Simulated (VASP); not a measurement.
# Cu in VASP: single point with PBEsol

Aim: the single point of Cu with PBEsol.

All numbers are computed with VASP 6.6.1; they aren't measurements. Logs are shortened: lines on timing, memory, paths and dates and some standing lists are left out, and cuts for length are marked.

**1. The cell of the first run**

The cell holds a slab with vacuum, 1 atom: a = 2.520 Å, b = 3.564 Å, c = 22.000 Å, α = 90.00°, β = 90.00°, γ = 90.00°.

**2. Single point, PBEsol**

File INCAR:

```
ALGO = Normal
DIPOL = 0.5 0.5 0.500
EDIFF = 1E-6
ENCUT = 520
GGA = PS
IDIPOL = 3
ISIF = 2
ISMEAR = -1
LASPH = True
LCHARG = True
LDIPOL = True
LELF = True
LREAL = False
LVACPOTAV = True
LVHAR = True
LWAVE = False
NBANDS = 12
NELM = 100
PREC = Accurate
SIGMA = 0.1
```

File KPOINTS:

```
k-points
0
Gamma
  14 10 1
```

File POSCAR:

```
Cu
1.0
    2.5198192003      0.0000000000      0.0000000000
    0.0000000000      3.5635624878      0.0000000000
    0.0000000000      0.0000000000     22.0000000000
Cu
1
Direct
    0.0000000000      0.0000000000      0.5000000000
```

Potentials or basis: VASP PAW PBE potentials, release 64 (Cu).

Launch:

```sh
$ cat potpaw_PBE.64/Cu/POTCAR > POTCAR
$ mpirun -np 1 vasp_std > vasp.out
```

OUTCAR:

```text
EDIFF = 1E-6
   ENCUT = 520
   GGA = PS
   ISIF = 2
   ISMEAR = -1
   LASPH = True
   LREAL = False
   NELM = 100
   PREC = Accurate

 ion  position               nearest neighbor table
   1  0.000  0.000  0.500-

  LATTYP: Found a simple orthorhombic cell.
 ALAT       =     2.5198192003
 B/A-ratio  =     1.4142135624
 C/A-ratio  =     8.7307851283

  Lattice vectors:

 A1 = (   2.5198192003,   0.0000000000,   0.0000000000)
 A2 = (   0.0000000000,   3.5635624878,   0.0000000000)
 A3 = (   0.0000000000,   0.0000000000,  22.0000000000)

Analysis of symmetry for initial positions (statically):
=====================================================================
 Subroutine PRICEL returns:
 Original cell was already a primitive cell.

 Routine SETGRP: Setting up the symmetry group for a
 simple orthorhombic supercell.

 Subroutine GETGRP returns: Found  8 space group operations
 (whereof  8 operations were pure point group operations)
 out of a pool of  8 trial point group operations.

The static configuration has the point symmetry D_2h.

Analysis of symmetry for dynamics (positions and initial velocities):
=====================================================================
 Subroutine PRICEL returns:
 Original cell was already a primitive cell.

 Routine SETGRP: Setting up the symmetry group for a
 simple orthorhombic supercell.

 Subroutine GETGRP returns: Found  8 space group operations
 (whereof  8 operations were pure point group operations)
 out of a pool of  8 trial point group operations.

The dynamic configuration has the point symmetry D_2h.

 Subroutine INISYM returns: Found  8 space group operations
 (whereof  8 operations are pure point group operations),
 and found     1 'primitive' translations

----------------------------------------------------------------------------------------

                                     Primitive cell

  volume of cell :     197.5497

  direct lattice vectors                    reciprocal lattice vectors
     2.519819200  0.000000000  0.000000000     0.396853869  0.000000000  0.000000000
     0.000000000  3.563562488  0.000000000     0.000000000  0.280618062  0.000000000
     0.000000000  0.000000000 22.000000000     0.000000000  0.000000000  0.045454545

  length of vectors
     2.519819200  3.563562488 22.000000000     0.396853869  0.280618062  0.045454545

  position of ions in fractional coordinates (direct lattice)
     0.000000000  0.000000000  0.500000000

  ion indices of the primitive-cell ions
   primitive index   ion index
                 1           1

----------------------------------------------------------------------------------------

 KPOINTS: k-points

Automatic generation of k-mesh.
 Grid dimensions read from file:
 generate k-points for:   14   10    1

 Generating k-lattice:

  Cartesian coordinates                     Fractional coordinates (reciprocal lattice)
     0.028346705  0.000000000  0.000000000     0.071428571  0.000000000  0.000000000
     0.000000000  0.028061806  0.000000000     0.000000000  0.100000000  0.000000000
     0.000000000  0.000000000  0.045454545     0.000000000  0.000000000  1.000000000

  Length of vectors
     0.028346705  0.028061806  0.045454545

  Shift w.r.t. Gamma in fractional coordinates (k-lattice)
     0.000000000  0.000000000  0.000000000

 Subroutine IBZKPT returns following result:
 ===========================================

 Found     48 irreducible k-points:

 Following reciprocal coordinates:
            Coordinates               Weight
  0.000000  0.000000  0.000000      1.000000
  0.071429  0.000000  0.000000      2.000000
  0.142857  0.000000  0.000000      2.000000
  0.214286  0.000000  0.000000      2.000000
  0.285714  0.000000  0.000000      2.000000
  0.357143  0.000000  0.000000      2.000000
[... 16 lines left out ...]
  0.428571  0.200000  0.000000      4.000000
  0.500000  0.200000  0.000000      2.000000
 [... further k-points ...]
   k-points           NKPTS =     48   k-points in BZ     NKDIM =     48   number of bands    NBANDS=     12
   number of dos      NEDOS =    301   number of ions     NIONS =      1
   total plane-waves  NPLWV =  94080
   dimension x,y,z NGX =    20 NGY =   28 NGZ =  168
   dimension x,y,z NGXF=    40 NGYF=   56 NGZF=  336
   ions per type =               1
   NGX,Y,Z   is equivalent  to a cutoff of  13.20, 13.06, 12.70 a.u.
   NGXF,Y,Z  is equivalent  to a cutoff of  26.39, 26.12, 25.39 a.u.
 SYSTEM =  unknown system
   PREC   = accura    normal or accurate (medium, high low for compatibility)
   ISTART =      0    job   : 0-new  1-cont  2-samecut
   ICHARG =      2    charge: 1-file 2-atom 10-const
   ISPIN  =      1    spin polarized calculation?
   LNONCOLLINEAR =      F non collinear calculations
   LSORBIT =      F    spin-orbit coupling
   LASPH  =      T    aspherical Exc in radial PAW
   ENCUT  =  520.0 eV  38.22 Ry    6.18 a.u.   4.69  6.63 40.91*2*pi/ulx,y,z
   NELM   =    100;   NELMIN=  2; NELMDL= -5     # of ELM steps
   EDIFF  = 0.1E-05   stopping-criterion for ELM
   LREAL  =      F    real-space projection
   EDIFFG = 0.1E-04   stopping-criterion for IOM
   NSW    =      0    number of steps for IOM
   IBRION =     -1    ionic relax: 0-MD 1-quasi-New 2-CG
   NFREE  =      0    steps in history (QN), initial steepest desc. (CG)
   ISIF   =      2    stress and relaxation
   ISYM   =      2    0-nonsym 1-usesym 2-fastsym
   POTIM  = 0.5000    time-step for ionic-motion
   TEBEG  =    0.0;   TEEND  =   0.0 temperature during run
   PSTRESS=    0.0 pullay stress
   NELECT =      11.0000    total number of electrons
   NUPDOWN=      -1.0000    fix difference up-down
   EMIN   =  10.00;   EMAX   =-10.00  energy-range for DOS
   EFERMI =   0.00;   METHOD = LEGACY
   ISMEAR =    -1;   SIGMA  =   0.10  broadening in eV -4-tet -1-fermi 0-gaus
   EFERMI_NEDOS =   21; number of points for ismear=-14 and -15
   IALGO  =     38    algorithm
   IMIX   =      4    mixing-type and parameters
     AMIX     =   0.40;   BMIX     =  1.00
     AMIX_MAG =   1.60;   BMIX_MAG =  1.00
  volume/ion in A,a.u.               =     197.55      1333.13
  Fermi-wavevector in a.u.,A,eV,Ry     =   0.625144  1.181351  5.317229  0.390805
  Thomas-Fermi vector in A             =   1.685947
   LORBIT       =      0    0 simple, 1 ext, 2 COOP (PROOUT), +10 PAW based schemes
   GGA     = PS    functional components
   LHFCALC =     F    Hartree Fock is set to
   AEXX    =    0.0000 exact exchange contribution
   IVDW    =     0    specifies the selected vdW correction
   LEPSILON=     F    determine dielectric tensor
   LRPA    =     F    only Hartree local field effects (RPA)
 non-spin polarized calculation
  energy-cutoff  :      520.00
  volume of cell :      197.55
 maximum number of plane-waves:      5354
 NGX is ok and might be reduce to    20
   NGX =  9   NGY = 13   NGZ = 81

 dipolmoment           0.000000      0.000000     -0.000000 electrons x Angstroem

 number of electron      10.9999993 magnetization

 dipolmoment           0.000000      0.000000      0.000000 electrons x Angstroem

 Free energy of the ion-electron system (eV)
  ---------------------------------------------------
  ext. energy  EPLUGINS =         0.00000000
  ---------------------------------------------------
  free energy    TOTEN  =        -2.05575815 eV

  energy without entropy =       -2.03380718  energy(sigma->0) =       -2.04478266

 E-fermi :  -4.3505     XC(G=0):  -1.6495

 val. band max:       -4.4903028270   @ k =   0.1429   0.4000   0.0000
 cond. band min:      -4.2856685019   @ k =   0.0000   0.5000   0.0000
 fundamental gap:      0.2046343251
 Fermi energy:        -4.3505350241

 k-point     1 :       0.0000    0.0000    0.0000
  band No.  band energies     occupation
      1      -7.6958      2.00000
      2      -5.9981      2.00000
      3      -5.3419      1.99990
      4      -5.2163      1.99965
      5      -4.8368      1.98466
      6      -4.7975      1.97737
      7      -2.1456      0.00000
      8       0.5354      0.00000
      9       1.0066      0.00000
     10       1.0605      0.00000
     11       2.1735      0.00000
     12       2.4615      0.00000

 k-point     2 :       0.0714    0.0000    0.0000
  band No.  band energies     occupation
      1      -7.5529      2.00000
      2      -5.9593      2.00000
      3      -5.3250      1.99988
      4      -5.2077      1.99962
      5      -4.8920      1.99113
      6      -4.8772      1.98973
      7      -1.9808      0.00000
      8       0.6541      0.00000
      9       1.1297      0.00000
     10       1.1799      0.00000
     11       2.2976      0.00000
     12       2.5797      0.00000

 k-point     3 :       0.1429    0.0000    0.0000
  band No.  band energies     occupation
      1      -7.1273      2.00000
      2      -5.8508      2.00000
      3      -5.2751      1.99981
      4      -5.1836      1.99952
      5      -5.0735      1.99855
      6      -5.0406      1.99799
      7      -1.5209      0.00000
      8       1.0103      0.00000
      9       1.4981      0.00000
     10       1.5384      0.00000
     11       2.6686      0.00000
     12       2.9347      0.00000
[... 286 lines left out ...]
 k-point    23 :       0.4286    0.2000    0.0000
  band No.  band energies     occupation
      1      -5.8464      2.00000
      2      -5.8213      2.00000
      3      -5.1841      1.99952
      4      -5.0881      1.99875
      5      -4.9524      1.99515
      6      -2.3383      0.00000
      7       1.5513      0.00000
      8       2.9284      0.00000
      9       5.3022      0.00000
     10       5.7214      0.00000
     11       5.7969      0.00000
     12       5.8702      0.00000

 k-point    24 :       0.5000    0.2000    0.0000
  band No.  band energies     occupation
      1      -5.8822      2.00000
      2      -5.8616      2.00000
      3      -5.1676      1.99943
      4      -5.0777      1.99861
      5      -4.9077      1.99242
      6      -1.2099      0.00000
      7       0.2201      0.00000
      8       3.8742      0.00000
      9       5.4327      0.00000
     10       6.7036      0.00000
     11       6.7445      0.00000
     12       6.9555      0.00000

 [... further k-points ...]

------------------------ aborting loop because EDIFF is reached ----------------------------------------

 vacuum level on the upper side and lower side of the slab       (xc-potential included)        -0.125        -0.125

  FORCE on cell =-STRESS in cart. coord.  units (eV):
  Direction    XX          YY          ZZ          XY          YZ          ZX
  --------------------------------------------------------------------------------------
  -------------------------------------------------------------------------------------
  Total       -2.0647240     -1.6260110     -0.0053087      0.0000000      0.0000000      0.0000000
  in kB      -16.7454238    -13.1873530     -0.0430548      0.0000000      0.0000000      0.0000000
  external PRESSURE =      -9.9919439 kB  Pullay stress =       0.0000000 kB

 VOLUME and BASIS-vectors are now :
 -----------------------------------------------------------------------------
  energy-cutoff  :      520.00
  volume of cell :      197.55
      direct lattice vectors                 reciprocal lattice vectors
     2.519819200  0.000000000  0.000000000     0.396853869  0.000000000  0.000000000
     0.000000000  3.563562488  0.000000000     0.000000000  0.280618062  0.000000000
     0.000000000  0.000000000 22.000000000     0.000000000  0.000000000  0.045454545

 POSITION                                       TOTAL-FORCE (eV/Angst)
 -----------------------------------------------------------------------------------
      0.00000      0.00000     11.00000         0.000000      0.000000      0.000000
 -----------------------------------------------------------------------------------
    total drift:                                0.000000      0.000000      0.000000

  FREE ENERGIE OF THE ION-ELECTRON SYSTEM (eV)
  ---------------------------------------------------
  free  energy   TOTEN  =        -2.0557581492 eV

  energy  without entropy=       -2.0338071786  energy(sigma->0) =       -2.04478266

 vacuum level on the upper side and lower side of the slab         0.764         0.764
```

Wall time 65 s (1 thread of Intel Xeon 6975P-C (Granite Rapids), shared host); peak memory 0.34 GiB.

Results:

```
Free energy                     : -2.0558 eV
Work function of the upper face : 5.11 eV
Work function of the lower face : 5.11 eV
```

Levels at points of the mesh, in eV from the Fermi level:
| k point | band 2 | band 3 | band 4 | band 5 | band 6 | band 7 | band 8 | band 9 |
| --- | --- | --- | --- | --- | --- | --- | --- | --- |
| (0.00, 0.00, 0.00) | -1.65 | -0.99 | -0.87 | -0.49 | -0.45 | 2.20 | 4.89 | 5.36 |
| (0.50, 0.00, 0.00) | -1.43 | -0.94 | -0.69 | -0.59 | 2.70 | 4.24 | 7.76 | 9.35 |
| (0.00, 0.50, 0.00) | -1.08 | -0.92 | -0.52 | -0.44 | 0.06 | 1.43 | 4.26 | 6.74 |
| (0.50, 0.50, 0.00) | -1.48 | -0.79 | -0.68 | -0.39 | 4.22 | 6.51 | 6.83 | 9.43 |

Caveat: the PAW data sets were made with another functional, which shifts forces and pressure a little.
